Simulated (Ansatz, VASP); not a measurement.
One calculation of Na, two programs

```
CELL_PARAMETERS angstrom
-2.11750 2.11750 2.11750
2.11750 -2.11750 2.11750
2.11750 2.11750 -2.11750
ATOMIC_POSITIONS crystal
Na 0.00000 0.00000 0.00000
```

Alike in both runs: task relaxation of cell and atoms; functional LDA; k mesh 20 × 20 × 20; occupations gaussian, width 0.1 eV; no spin polarisation.

|  | VASP | Ansatz |
| --- | --- | --- |
| version | VASP 6.6.1 | Ansatz 0.2.0 |
| potentials or method | VASP PAW LDA potentials, release 64 (Na_pv), cutoff 600 eV | scalar-relativistic, plane waves, PAW |
| valence electrons in the cell | 7 | 9 |

```csv
,VASP,Ansatz,Ansatz less VASP
"gap on the k mesh at the Fermi level, each at its own relaxed structure (eV)",none,none,-
relaxed volume (Å³/atom),33.14,33.29,+0.155
relaxed cell length with the largest relative difference (Å),3.505,3.510,+0.0055
```

Ansatz warns that its potentials were made for another functional, while VASP's fit it. LDA's correlation is that of Perdew and Zunger in VASP and of Perdew and Wang (1992) in Ansatz. A gap of «none» marks a metal or a gap that the smearing closes. VASP's potentials hold 7 valence electrons a cell and Ansatz's 9, so a difference there can come from the potentials and not from the codes.
